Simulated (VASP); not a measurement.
# AlAs (km) (F-43m) in VASP: single point with PBEsol

Aim: the single point of AlAs (km) with PBEsol.

Program: VASP 6.6.1. These are calculated values, not measurements. Logs are shortened: lines on timing, memory, paths and dates and some standing lists are left out, and cuts for length are marked.

**1. The cell of the first run**

It takes space group F-43m (No. 216, cubic). Conventional cell: a = 5.674 Å, b = 5.674 Å, c = 5.674 Å, α = 90.00°, β = 90.00°, γ = 90.00°. Al (site symmetry -43m) has 4 As at 2.46 Å within 3.2 Å. As (site symmetry -43m) has 4 Al at 2.46 Å within 3.2 Å.

**2. Single point, PBEsol**

The input, INCAR:

```
  PREC = Accurate
  ENCUT = 500
  EDIFF = 1E-6
  ISMEAR = 0
  SIGMA = 0.02
  LREAL = False
  LASPH = True
  NELM = 120
  ALGO = Normal
  ISIF = 2
  LWAVE = False
  LCHARG = False
  GGA = PS
  NBANDS = 11
  GGA_COMPAT = False
```

The input, KPOINTS:

```
Automatic mesh
0
Gamma
  4 4 4
```

The input, POSCAR:

```
AlAs
1.0
    0.0000000000      2.8371986853      2.8371986853
    2.8371986853      0.0000000000      2.8371986853
    2.8371986853      2.8371986853      0.0000000000
Al As
1 1
Direct
    0.0000000000      0.0000000000      0.0000000000
    0.2500000000      0.2500000000      0.2500000000
```

Potentials or basis: VASP PAW PBE potentials, release 64 (Al, As).

On the command line:

```console
> cat potpaw_PBE.64/Al/POTCAR potpaw_PBE.64/As/POTCAR > POTCAR
> mpirun -np 1 vasp_std > vasp.out
```

OUTCAR:

```text
PREC = Accurate
   ENCUT = 500
   EDIFF = 1E-6
   ISMEAR = 0
   LREAL = False
   LASPH = True
   NELM = 120
   ISIF = 2
   GGA = PS

 ion  position               nearest neighbor table
   1  0.000  0.000  0.000-   2 2.46   2 2.46   2 2.46   2 2.46
   2  0.250  0.250  0.250-   1 2.46   1 2.46   1 2.46   1 2.46

  LATTYP: Found a face centered cubic cell.
 ALAT       =     5.6743973706

  Lattice vectors:

 A1 = (   0.0000000000,   2.8371986853,   2.8371986853)
 A2 = (   2.8371986853,   0.0000000000,   2.8371986853)
 A3 = (   2.8371986853,   2.8371986853,   0.0000000000)

Analysis of symmetry for initial positions (statically):
=====================================================================
 Subroutine PRICEL returns:
 Original cell was already a primitive cell.

 Routine SETGRP: Setting up the symmetry group for a
 face centered cubic supercell.

 Subroutine GETGRP returns: Found 24 space group operations
 (whereof 24 operations were pure point group operations)
 out of a pool of 48 trial point group operations.

The static configuration has the point symmetry T_d .

Analysis of symmetry for dynamics (positions and initial velocities):
=====================================================================
 Subroutine PRICEL returns:
 Original cell was already a primitive cell.

 Routine SETGRP: Setting up the symmetry group for a
 face centered cubic supercell.

 Subroutine GETGRP returns: Found 24 space group operations
 (whereof 24 operations were pure point group operations)
 out of a pool of 48 trial point group operations.

The dynamic configuration has the point symmetry T_d .

 Subroutine INISYM returns: Found 24 space group operations
 (whereof 24 operations are pure point group operations),
 and found     1 'primitive' translations

----------------------------------------------------------------------------------------

                                     Primitive cell

  volume of cell :      45.6772

  direct lattice vectors                    reciprocal lattice vectors
     0.000000000  2.837198685  2.837198685    -0.176230168  0.176230168  0.176230168
     2.837198685  0.000000000  2.837198685     0.176230168 -0.176230168  0.176230168
     2.837198685  2.837198685  0.000000000     0.176230168  0.176230168 -0.176230168

  length of vectors
     4.012404860  4.012404860  4.012404860     0.305239604  0.305239604  0.305239604

  position of ions in fractional coordinates (direct lattice)
     0.000000000  0.000000000  0.000000000
     0.250000000  0.250000000  0.250000000

  ion indices of the primitive-cell ions
   primitive index   ion index
                 1           1
                 2           2

----------------------------------------------------------------------------------------

 KPOINTS: Automatic mesh

Automatic generation of k-mesh.
 Grid dimensions read from file:
 generate k-points for:    4    4    4

 Generating k-lattice:

  Cartesian coordinates                     Fractional coordinates (reciprocal lattice)
    -0.044057542  0.044057542  0.044057542     0.250000000  0.000000000  0.000000000
     0.044057542 -0.044057542  0.044057542     0.000000000  0.250000000  0.000000000
     0.044057542  0.044057542 -0.044057542     0.000000000  0.000000000  0.250000000

  Length of vectors
     0.076309901  0.076309901  0.076309901

  Shift w.r.t. Gamma in fractional coordinates (k-lattice)
     0.000000000  0.000000000  0.000000000

 Subroutine IBZKPT returns following result:
 ===========================================

 Found      8 irreducible k-points:

 Following reciprocal coordinates:
            Coordinates               Weight
  0.000000  0.000000  0.000000      1.000000
  0.250000  0.000000  0.000000      8.000000
  0.500000  0.000000  0.000000      4.000000
  0.250000  0.250000  0.000000      6.000000
  0.500000  0.250000  0.000000     24.000000
 -0.250000  0.250000  0.000000     12.000000
  0.500000  0.500000  0.000000      3.000000
 -0.250000  0.500000  0.250000      6.000000
   k-points           NKPTS =      8   k-points in BZ     NKDIM =      8   number of bands    NBANDS=     11
   number of dos      NEDOS =    301   number of ions     NIONS =      2
   total plane-waves  NPLWV =  27000
   dimension x,y,z NGX =    30 NGY =   30 NGZ =   30
   dimension x,y,z NGXF=    60 NGYF=   60 NGZF=   60
   ions per type =               1   1
   NGX,Y,Z   is equivalent  to a cutoff of  12.43, 12.43, 12.43 a.u.
   NGXF,Y,Z  is equivalent  to a cutoff of  24.86, 24.86, 24.86 a.u.
 SYSTEM =  unknown system
   PREC   = accura    normal or accurate (medium, high low for compatibility)
   ISTART =      0    job   : 0-new  1-cont  2-samecut
   ICHARG =      2    charge: 1-file 2-atom 10-const
   ISPIN  =      1    spin polarized calculation?
   LNONCOLLINEAR =      F non collinear calculations
   LSORBIT =      F    spin-orbit coupling
   LASPH  =      T    aspherical Exc in radial PAW
   ENCUT  =  500.0 eV  36.75 Ry    6.06 a.u.   7.32  7.32  7.32*2*pi/ulx,y,z
   NELM   =    120;   NELMIN=  2; NELMDL= -5     # of ELM steps
   EDIFF  = 0.1E-05   stopping-criterion for ELM
   LREAL  =      F    real-space projection
[... 7 lines left out ...]
   TEBEG  =    0.0;   TEEND  =   0.0 temperature during run
   PSTRESS=    0.0 pullay stress
   NELECT =       8.0000    total number of electrons
   NUPDOWN=      -1.0000    fix difference up-down
   EMIN   =  10.00;   EMAX   =-10.00  energy-range for DOS
   EFERMI =   0.00;   METHOD = LEGACY
   ISMEAR =     0;   SIGMA  =   0.02  broadening in eV -4-tet -1-fermi 0-gaus
   EFERMI_NEDOS =   21; number of points for ismear=-14 and -15
   IALGO  =     38    algorithm
   IMIX   =      4    mixing-type and parameters
     AMIX     =   0.40;   BMIX     =  1.00
     AMIX_MAG =   1.60;   BMIX_MAG =  1.00
  volume/ion in A,a.u.               =      22.84       154.12
  Fermi-wavevector in a.u.,A,eV,Ry     =   0.915950  1.730894 11.414803  0.838964
  Thomas-Fermi vector in A             =   2.040750
   LORBIT       =      0    0 simple, 1 ext, 2 COOP (PROOUT), +10 PAW based schemes
   GGA     = PS    functional components
   LHFCALC =     F    Hartree Fock is set to
   AEXX    =    0.0000 exact exchange contribution
   IVDW    =     0    specifies the selected vdW correction
   LEPSILON=     F    determine dielectric tensor
   LRPA    =     F    only Hartree local field effects (RPA)
 non-spin polarized calculation
 Gauss-broadening in eV      SIGMA  =   0.02
  energy-cutoff  :      500.00
  volume of cell :       45.68
 maximum number of plane-waves:      1211
 NGX is ok and might be reduce to    30
   NGX = 15   NGY = 15   NGZ = 15

 number of electron       8.0000000 magnetization

 Free energy of the ion-electron system (eV)
  ---------------------------------------------------
  ext. energy  EPLUGINS =         0.00000000
  ---------------------------------------------------
  free energy    TOTEN  =        -9.94419520 eV

  energy without entropy =       -9.94419520  energy(sigma->0) =       -9.94419520

 E-fermi :   3.8910     XC(G=0):  -9.1509

 val. band max:        3.7831905096   @ k =   0.0000   0.0000   0.0000
 cond. band min:       5.0832053581   @ k =   0.5000   0.5000   0.0000
 fundamental gap:      1.3000148484
 Fermi energy:         3.8909764760

 k-point     1 :       0.0000    0.0000    0.0000
  band No.  band energies     occupation
      1      -8.0651      2.00000
      2       3.7832      2.00000
      3       3.7832      2.00000
      4       3.7832      2.00000
      5       5.6956      0.00000
      6       8.0029      0.00000
      7       8.0029      0.00000
      8       8.0029      0.00000
      9      12.4294      0.00000
     10      12.7318      0.00000
     11      12.7318      0.00000

 k-point     2 :       0.2500    0.0000    0.0000
  band No.  band energies     occupation
      1      -7.4887      2.00000
      2       0.3739      2.00000
      3       3.3030      2.00000
      4       3.3030      2.00000
      5       6.2900      0.00000
      6       8.6205      0.00000
      7       8.6205      0.00000
      8      10.1097      0.00000
      9      11.9957      0.00000
     10      11.9957      0.00000
     11      12.9645      0.00000

 k-point     3 :       0.5000    0.0000    0.0000
  band No.  band energies     occupation
      1      -6.6460      2.00000
      2      -1.8085      2.00000
      3       2.9576      2.00000
      4       2.9576      2.00000
      5       5.8157      0.00000
      6       8.3787      0.00000
      7       8.3787      0.00000
      8      11.3229      0.00000
      9      14.7800      0.00000
     10      15.2262      0.00000
     11      15.2262      0.00000

 k-point     4 :       0.2500    0.2500    0.0000
  band No.  band energies     occupation
      1      -7.2899      2.00000
      2       0.5512      2.00000
      3       2.4333      2.00000
      4       2.4333      2.00000
      5       6.2605      0.00000
      6       7.4453      0.00000
      7      10.5412      0.00000
      8      10.5412      0.00000
      9      11.0924      0.00000
     10      13.8221      0.00000
     11      15.8314      0.00000

 k-point     5 :       0.5000    0.2500    0.0000
  band No.  band energies     occupation
      1      -6.4165      2.00000
      2      -1.2768      2.00000
      3       1.0312      2.00000
      4       2.1619      2.00000
      5       6.2277      0.00000
      6       8.8519      0.00000
      7      10.0536      0.00000
      8      10.6329      0.00000
      9      13.9625      0.00000
     10      15.1222      0.00000
     11      16.5232      0.00000

 k-point     6 :      -0.2500    0.2500    0.0000
  band No.  band energies     occupation
      1      -6.7276      2.00000
      2      -0.7800      2.00000
      3       0.8891      2.00000
      4       2.8822      2.00000
      5       7.0798      0.00000
      6       9.4159      0.00000
      7       9.6091      0.00000
      8      10.0015      0.00000
      9      11.3378      0.00000
     10      13.9349      0.00000
     11      16.0941      0.00000

 k-point     7 :       0.5000    0.5000    0.0000
  band No.  band energies     occupation
      1      -6.0978      2.00000
      2      -1.6558      2.00000
      3       1.6018      2.00000
      4       1.6018      2.00000
      5       5.0832      0.00000
      6       5.9745      0.00000
      7      13.9895      0.00000
      8      13.9895      0.00000
      9      15.3754      0.00000
     10      16.2713      0.00000
     11      16.2713      0.00000

 k-point     8 :      -0.2500    0.5000    0.2500
  band No.  band energies     occupation
      1      -6.0653      2.00000
      2      -1.3095      2.00000
      3       0.5803      2.00000
      4       0.9304      2.00000
      5       7.9923      0.00000
      6       9.3514      0.00000
      7       9.3744      0.00000
      8       9.7226      0.00000
      9      14.2627      0.00000
     10      16.0035      0.00000
     11      16.2348      0.00000

------------------------ aborting loop because EDIFF is reached ----------------------------------------

  FORCE on cell =-STRESS in cart. coord.  units (eV):
  Direction    XX          YY          ZZ          XY          YZ          ZX
  --------------------------------------------------------------------------------------
  -------------------------------------------------------------------------------------
  Total        0.1641511      0.1641511      0.1641511     -0.0000000      0.0000000     -0.0000000
  in kB        5.7577807      5.7577807      5.7577807     -0.0000000      0.0000000     -0.0000000
  external PRESSURE =       5.7577807 kB  Pullay stress =       0.0000000 kB

 VOLUME and BASIS-vectors are now :
 -----------------------------------------------------------------------------
  energy-cutoff  :      500.00
  volume of cell :       45.68
      direct lattice vectors                 reciprocal lattice vectors
     0.000000000  2.837198685  2.837198685    -0.176230168  0.176230168  0.176230168
     2.837198685  0.000000000  2.837198685     0.176230168 -0.176230168  0.176230168
     2.837198685  2.837198685  0.000000000     0.176230168  0.176230168 -0.176230168

 POSITION                                       TOTAL-FORCE (eV/Angst)
 -----------------------------------------------------------------------------------
      0.00000      0.00000      0.00000        -0.000000     -0.000000     -0.000000
      1.41860      1.41860      1.41860         0.000000      0.000000      0.000000
 -----------------------------------------------------------------------------------
    total drift:                                0.000000      0.000000      0.000000

  FREE ENERGIE OF THE ION-ELECTRON SYSTEM (eV)
  ---------------------------------------------------
  free  energy   TOTEN  =        -9.9441952023 eV

  energy  without entropy=       -9.9441952023  energy(sigma->0) =       -9.94419520
```

Run time: 4.1 s. Hardware: 1 thread of Intel Xeon 6975P-C (Granite Rapids), shared host; peak memory 0.16 GiB.

What came out:

```yaml
Free_energy: -9.9442 eV
Pressure: 0.6 GPa
Band_gap_on_the_k_mesh: 1.30 eV, indirect (least direct gap 1.91 eV)
```

Caveat: the k points lie up to 0.48 Å⁻¹ apart; the PAW data sets were made with another functional, which shifts forces and pressure a little.
